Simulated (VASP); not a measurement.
# Sb (I4/mmm) in VASP: further runs, part 3 of 3

VASP 6.6.1. The steps go on from the part before.

## (4) Electric field gradients, PBEsol (23.82 Å³/atom)

This run uses another cell than the first one, of 23.82 Å³/atom.

File INCAR:

```
PREC = Accurate ; ENCUT = 520
EDIFF = 1E-8 ; ISMEAR = -1
SIGMA = 0.05 ; LREAL = F
LASPH = T ; NELM = 80
ALGO = Normal ; ISIF = 2
LWAVE = F ; LCHARG = F
GGA = PS ; LEFG = T
NBANDS = 8
```

File KPOINTS:

```
Automatic mesh
0
Gamma
  19 19 19
```

File POSCAR:

```
Sb
1.0
   -1.5345172977      1.5345172977      2.5286397996
    1.5345172977     -1.5345172977      2.5286397996
    1.5345172977      1.5345172977     -2.5286397996
Sb
1
Direct
    0.0000000000      0.0000000000      0.0000000000
```

Potentials or basis: VASP PAW PBE potentials, release 64 (Sb).

Launch:

```
> cat potpaw_PBE.64/Sb/POTCAR > POTCAR
> mpirun -np 1 vasp_std > vasp.out
```

OUTCAR:

```text
PREC = Accurate
   ENCUT = 520
   EDIFF = 1E-8
   ISMEAR = -1
   LREAL = F
   LASPH = T
   NELM = 80
   ISIF = 2
   GGA = PS

 ion  position               nearest neighbor table
   1  0.000  0.000  0.000-

  LATTYP: Found a body centered tetragonal cell.
 ALAT       =     3.0690345954
 C/A-ratio  =     1.6478405316

  Lattice vectors:

 A1 = (  -1.5345172977,   1.5345172977,   2.5286397996)
 A2 = (   1.5345172977,  -1.5345172977,   2.5286397996)
 A3 = (   1.5345172977,   1.5345172977,  -2.5286397996)

Analysis of symmetry for initial positions (statically):
=====================================================================
 Subroutine PRICEL returns:
 Original cell was already a primitive cell.

 Routine SETGRP: Setting up the symmetry group for a
 body centered tetragonal supercell.

 Subroutine GETGRP returns: Found 16 space group operations
 (whereof 16 operations were pure point group operations)
 out of a pool of 16 trial point group operations.

The static configuration has the point symmetry D_4h.

Analysis of symmetry for dynamics (positions and initial velocities):
=====================================================================
 Subroutine PRICEL returns:
 Original cell was already a primitive cell.

 Routine SETGRP: Setting up the symmetry group for a
 body centered tetragonal supercell.

 Subroutine GETGRP returns: Found 16 space group operations
 (whereof 16 operations were pure point group operations)
 out of a pool of 16 trial point group operations.

The dynamic configuration has the point symmetry D_4h.

 Subroutine INISYM returns: Found 16 space group operations
 (whereof 16 operations are pure point group operations),
 and found     1 'primitive' translations

----------------------------------------------------------------------------------------

                                     Primitive cell

  volume of cell :      23.8172

  direct lattice vectors                    reciprocal lattice vectors
    -1.534517298  1.534517298  2.528639800     0.000000000  0.325835363  0.197734766
     1.534517298 -1.534517298  2.528639800     0.325835363  0.000000000  0.197734766
     1.534517298  1.534517298 -2.528639800     0.325835363  0.325835363  0.000000000

  length of vectors
     3.332192358  3.332192358  3.332192358     0.381140028  0.381140028  0.460800789

  position of ions in fractional coordinates (direct lattice)
     0.000000000  0.000000000  0.000000000

  ion indices of the primitive-cell ions
   primitive index   ion index
                 1           1

----------------------------------------------------------------------------------------

 KPOINTS: Automatic mesh

Automatic generation of k-mesh.
 Grid dimensions read from file:
 generate k-points for:   19   19   19

 Generating k-lattice:

  Cartesian coordinates                     Fractional coordinates (reciprocal lattice)
     0.000000000  0.017149230  0.010407093     0.052631579 -0.000000000  0.000000000
[... 62 lines left out ...]
   NSW    =      0    number of steps for IOM
   IBRION =     -1    ionic relax: 0-MD 1-quasi-New 2-CG
   NFREE  =      0    steps in history (QN), initial steepest desc. (CG)
   ISIF   =      2    stress and relaxation
   ISYM   =      2    0-nonsym 1-usesym 2-fastsym
   POTIM  = 0.5000    time-step for ionic-motion
   TEBEG  =    0.0;   TEEND  =   0.0 temperature during run
   PSTRESS=    0.0 pullay stress
   NELECT =       5.0000    total number of electrons
   NUPDOWN=      -1.0000    fix difference up-down
   EMIN   =  10.00;   EMAX   =-10.00  energy-range for DOS
   EFERMI =   0.00;   METHOD = LEGACY
   ISMEAR =    -1;   SIGMA  =   0.05  broadening in eV -4-tet -1-fermi 0-gaus
   EFERMI_NEDOS =   21; number of points for ismear=-14 and -15
   IALGO  =     38    algorithm
   IMIX   =      4    mixing-type and parameters
     AMIX     =   0.40;   BMIX     =  1.00
     AMIX_MAG =   1.60;   BMIX_MAG =  1.00
  volume/ion in A,a.u.               =      23.82       160.73
  Fermi-wavevector in a.u.,A,eV,Ry     =   0.972974  1.838655 12.880347  0.946679
  Thomas-Fermi vector in A             =   2.103316
   LORBIT       =      0    0 simple, 1 ext, 2 COOP (PROOUT), +10 PAW based schemes
   GGA     = PS    functional components
   LHFCALC =     F    Hartree Fock is set to
   AEXX    =    0.0000 exact exchange contribution
   IVDW    =     0    specifies the selected vdW correction
   LEPSILON=     F    determine dielectric tensor
   LRPA    =     F    only Hartree local field effects (RPA)
 non-spin polarized calculation
  energy-cutoff  :      520.00
  volume of cell :       23.82
 maximum number of plane-waves:       653
 NGX is ok and might be reduce to    28
   NGX = 13   NGY = 13   NGZ = 13

 number of electron       5.0000000 magnetization

 Free energy of the ion-electron system (eV)
  ---------------------------------------------------
  ext. energy  EPLUGINS =         0.00000000
  ---------------------------------------------------
  free energy    TOTEN  =        -4.25297385 eV

  energy without entropy =       -4.24810835  energy(sigma->0) =       -4.25054110

 E-fermi :  10.1063     XC(G=0): -10.8667

 val. band max:       10.1060095300   @ k =   0.2632   0.2632   0.1579
 cond. band min:      10.1071096318   @ k =  -0.3684   0.1579   0.1053
 fundamental gap:      0.0011001018
 Fermi energy:        10.1062882392

 k-point     1 :       0.0000    0.0000    0.0000
  band No.  band energies     occupation
      1      -3.9149      2.00000
      2      16.0440      0.00000
      3      16.3724      0.00000
      4      16.3724      0.00000
      5      20.0145      0.00000
      6      20.5649      0.00000
      7      21.0424      0.00000
      8      21.0424      0.00000
[... 243 lines left out ...]
 k-point    24 :      -0.2632    0.0526    0.0000
  band No.  band energies     occupation
      1      -2.4744      2.00000
      2       9.4049      2.00000
      3      13.6982      0.00000
      4      15.7737      0.00000
      5      18.2198      0.00000
      6      20.2897      0.00000
      7      21.7093      0.00000
      8      22.4006      0.00000

 [... further k-points ...]
[... 5 lines left out ...]
  --------------------------------------------------------------------------------------
  -------------------------------------------------------------------------------------
  Total        1.3168535      1.3168535      1.1592336      0.0000000     -0.0000000      0.0000000
  in kB       88.5844547     88.5844547     77.9813953      0.0000000     -0.0000000      0.0000000
  external PRESSURE =      85.0501015 kB  Pullay stress =       0.0000000 kB

 VOLUME and BASIS-vectors are now :
 -----------------------------------------------------------------------------
  energy-cutoff  :      520.00
  volume of cell :       23.82
      direct lattice vectors                 reciprocal lattice vectors
    -1.534517298  1.534517298  2.528639800     0.000000000  0.325835363  0.197734766
     1.534517298 -1.534517298  2.528639800     0.325835363  0.000000000  0.197734766
     1.534517298  1.534517298 -2.528639800     0.325835363  0.325835363  0.000000000

 POSITION                                       TOTAL-FORCE (eV/Angst)
 -----------------------------------------------------------------------------------
      0.00000      0.00000      0.00000        -0.000000      0.000000     -0.000000
 -----------------------------------------------------------------------------------
    total drift:                               -0.000000      0.000000      0.000000

  FREE ENERGIE OF THE ION-ELECTRON SYSTEM (eV)
  ---------------------------------------------------
  free  energy   TOTEN  =        -4.2529738481 eV

  energy  without entropy=       -4.2481083492  energy(sigma->0) =       -4.25054110

 Electric field gradients (V/A^2)
---------------------------------------------------------------------
 ion       V_xx      V_yy      V_zz      V_xy      V_xz      V_yz
---------------------------------------------------------------------
   1     -19.611   -19.611    39.223    -0.000    -0.000    -0.000
---------------------------------------------------------------------

 Electric field gradients after diagonalization (V/A^2)
 (convention: |V_zz| > |V_xx| > |V_yy|)
----------------------------------------------------------------------
 ion       V_xx      V_yy      V_zz     asymmetry (V_yy - V_xx)/ V_zz
----------------------------------------------------------------------
   1     -19.611   -19.611    39.223       0.000
----------------------------------------------------------------------

           NMR quadrupolar parameters

 Cq : quadrupolar parameter    Cq=e*Q*V_zz/h
 eta: asymmetry parameters     (V_yy - V_xx)/ V_zz
 Q  : nuclear electric quadrupole moment in mb (millibarn)
----------------------------------------------------------------------
 ion       Cq(MHz)       eta       Q (mb)
----------------------------------------------------------------------
   1       0.095       0.000       1.000
----------------------------------------------------------------------
```

OSZICAR:

```text
N       E                     dE             d eps       ncg     rms          rms(c)
DAV:   1     0.467858035730E+01    0.46786E+01   -0.17243E+03  9000   0.415E+02
DAV:   2    -0.417157774384E+01   -0.88502E+01   -0.85240E+01 12312   0.536E+01
DAV:   3    -0.426078203980E+01   -0.89204E-01   -0.88884E-01 10976   0.609E+00
DAV:   4    -0.426102494632E+01   -0.24291E-03   -0.24290E-03 13472   0.374E-01
DAV:   5    -0.426102538082E+01   -0.43450E-06   -0.43511E-06 11472   0.101E-02    0.212E+00
DAV:   6    -0.425595473612E+01    0.50706E-02   -0.12772E-03 11456   0.169E-01    0.124E+00
DAV:   7    -0.425298329272E+01    0.29714E-02   -0.27626E-03 10544   0.248E-01    0.315E-02
DAV:   8    -0.425297422535E+01    0.90674E-05   -0.46576E-05 11952   0.509E-02    0.657E-03
DAV:   9    -0.425297416435E+01    0.60995E-07   -0.61940E-07 12920   0.564E-03    0.306E-03
DAV:  10    -0.425297393058E+01    0.23377E-06   -0.28397E-08 12152   0.902E-04    0.666E-04
DAV:  11    -0.425297386088E+01    0.69696E-07   -0.16052E-09  7448   0.246E-04    0.718E-05
DAV:  12    -0.425297384760E+01    0.13284E-07   -0.12165E-10  5592   0.802E-05    0.167E-05
DAV:  13    -0.425297384811E+01   -0.51173E-09   -0.13079E-11  5088   0.291E-05
   1 F= -.42529738E+01 E0= -.42505411E+01  d E =-.486550E-02
```

stdout:

```text
POSCAR found type information on POSCAR Sb
 POSCAR found :  1 types and       1 ions
 scaLAPACK will be used
 -----------------------------------------------------------------------------
|                                                                             |
|                                                                             |
|     You enforced a specific xc type in the INCAR file but a different       |
|     I HOPE YOU KNOW WHAT YOU ARE DOING!                                     |
|                                                                             |
 -----------------------------------------------------------------------------

 LDA part: xc-table for (Slater+PW92), standard interpolation
 POSCAR, INCAR and KPOINTS ok, starting setup
 FFT: planning ... GRIDC
 FFT: planning ... GRID_SOFT
 FFT: planning ... GRID
 WAVECAR not read
 entering main loop
ion   1
```

Run time: 3.2 min. Hardware: 1 thread of Intel Xeon 8259CL, shared host; peak memory 0.24 GiB.

What came out:

- Free energy: -4.2530 eV
- Pressure: 8.5 GPa
- Band gap on the k mesh: zero (an odd number of electrons rules out a gap without spin polarisation)
- Largest electric field gradient by atom: Sb +39.2 V/Å²

Electric field gradients, principal values (V/Å²):
| atom | least | middle | greatest (by size) |
| --- | --- | --- | --- |
| 1 Sb | -19.611 | -19.611 | 39.223 |

Caveat: the cell stands under pressure; without QUAD_EFG the Cq values of the log hold for a quadrupole moment of 1 mb, not for the nuclei; the PAW data sets were made with another functional, which shifts forces and pressure a little; spin-orbit coupling is left out, which moves the levels of the heavy elements.

## (5) Electric field gradients, PBEsol (23.82 Å³/atom)

This run uses another cell than the first one, of 23.82 Å³/atom.

File INCAR:

```
SYSTEM = Sb
  ALGO = Normal
  EDIFF = 1E-8
  ENCUT = 520
  GGA = PS
  ISIF = 2
  ISMEAR = -1
  LASPH = .True.
  LCHARG = .False.
  LEFG = .True.
  LREAL = .False.
  LWAVE = .False.
  NBANDS = 8
  NELM = 100
  PREC = Accurate
  SIGMA = 0.05
```

File KPOINTS:

```
k-points
0
Gamma
  19 19 19
  0 0 0
```

POSCAR is that of step 4.

Potentials or basis: VASP PAW PBE potentials, release 64 (Sb).

Launch:

```
> cat potpaw_PBE.64/Sb/POTCAR > POTCAR
> mpirun -np 1 vasp_std > vasp.out
```

OUTCAR:

```text
SYSTEM = Sb
   EDIFF = 1E-8
   ENCUT = 520
   GGA = PS
   ISIF = 2
   ISMEAR = -1
   LASPH = .True.
   LREAL = .False.
   NELM = 100
   PREC = Accurate

 ion  position               nearest neighbor table
   1  0.000  0.000  0.000-

  LATTYP: Found a body centered tetragonal cell.
 ALAT       =     3.0690345954
 C/A-ratio  =     1.6478405316

  Lattice vectors:

 A1 = (  -1.5345172977,   1.5345172977,   2.5286397996)
 A2 = (   1.5345172977,  -1.5345172977,   2.5286397996)
 A3 = (   1.5345172977,   1.5345172977,  -2.5286397996)

Analysis of symmetry for initial positions (statically):
=====================================================================
 Subroutine PRICEL returns:
 Original cell was already a primitive cell.

 Routine SETGRP: Setting up the symmetry group for a
 body centered tetragonal supercell.

 Subroutine GETGRP returns: Found 16 space group operations
 (whereof 16 operations were pure point group operations)
[... 444 lines left out ...]

 VOLUME and BASIS-vectors are now :
 -----------------------------------------------------------------------------
  energy-cutoff  :      520.00
  volume of cell :       23.82
      direct lattice vectors                 reciprocal lattice vectors
    -1.534517298  1.534517298  2.528639800     0.000000000  0.325835363  0.197734766
     1.534517298 -1.534517298  2.528639800     0.325835363  0.000000000  0.197734766
     1.534517298  1.534517298 -2.528639800     0.325835363  0.325835363  0.000000000

 POSITION                                       TOTAL-FORCE (eV/Angst)
 -----------------------------------------------------------------------------------
      0.00000      0.00000      0.00000        -0.000000      0.000000     -0.000000
 -----------------------------------------------------------------------------------
    total drift:                               -0.000000      0.000000      0.000000

  FREE ENERGIE OF THE ION-ELECTRON SYSTEM (eV)
  ---------------------------------------------------
  free  energy   TOTEN  =        -4.2529738481 eV

  energy  without entropy=       -4.2481083492  energy(sigma->0) =       -4.25054110

 Electric field gradients (V/A^2)
---------------------------------------------------------------------
 ion       V_xx      V_yy      V_zz      V_xy      V_xz      V_yz
---------------------------------------------------------------------
   1     -19.611   -19.611    39.223    -0.000    -0.000    -0.000
---------------------------------------------------------------------

 Electric field gradients after diagonalization (V/A^2)
 (convention: |V_zz| > |V_xx| > |V_yy|)
----------------------------------------------------------------------
 ion       V_xx      V_yy      V_zz     asymmetry (V_yy - V_xx)/ V_zz
----------------------------------------------------------------------
   1     -19.611   -19.611    39.223       0.000
----------------------------------------------------------------------

           NMR quadrupolar parameters

 Cq : quadrupolar parameter    Cq=e*Q*V_zz/h
 eta: asymmetry parameters     (V_yy - V_xx)/ V_zz
 Q  : nuclear electric quadrupole moment in mb (millibarn)
----------------------------------------------------------------------
 ion       Cq(MHz)       eta       Q (mb)
----------------------------------------------------------------------
   1       0.095       0.000       1.000
----------------------------------------------------------------------
```

stdout:

```text
POSCAR found type information on POSCAR Sb
 POSCAR found :  1 types and       1 ions
 scaLAPACK will be used
 -----------------------------------------------------------------------------
|                                                                             |
|                                                                             |
|     You enforced a specific xc type in the INCAR file but a different       |
|     I HOPE YOU KNOW WHAT YOU ARE DOING!                                     |
|                                                                             |
 -----------------------------------------------------------------------------

 LDA part: xc-table for (Slater+PW92), standard interpolation
 POSCAR, INCAR and KPOINTS ok, starting setup
 FFT: planning ... GRIDC
 FFT: planning ... GRID_SOFT
 FFT: planning ... GRID
 WAVECAR not read
 entering main loop
ion   1
```

Wall time 3.1 min (1 thread of Intel Xeon 8259CL, shared host); peak memory 0.24 GiB.

Results:

| Property | Result |
| --- | --- |
| Free energy | -4.2530 eV |
| Pressure | 8.5 GPa |
| Band gap on the k mesh | zero (an odd number of electrons rules out a gap without spin polarisation) |
| Largest electric field gradient by atom | Sb +39.2 V/Å² |

Electric field gradients, principal values (V/Å²):
```tsv
atom	least	middle	greatest (by size)
1 Sb	-19.611	-19.611	39.223
```

Caveat: the cell stands under pressure; without QUAD_EFG the Cq values of the log hold for a quadrupole moment of 1 mb, not for the nuclei; the PAW data sets were made with another functional, which shifts forces and pressure a little; spin-orbit coupling is left out, which moves the levels of the heavy elements.
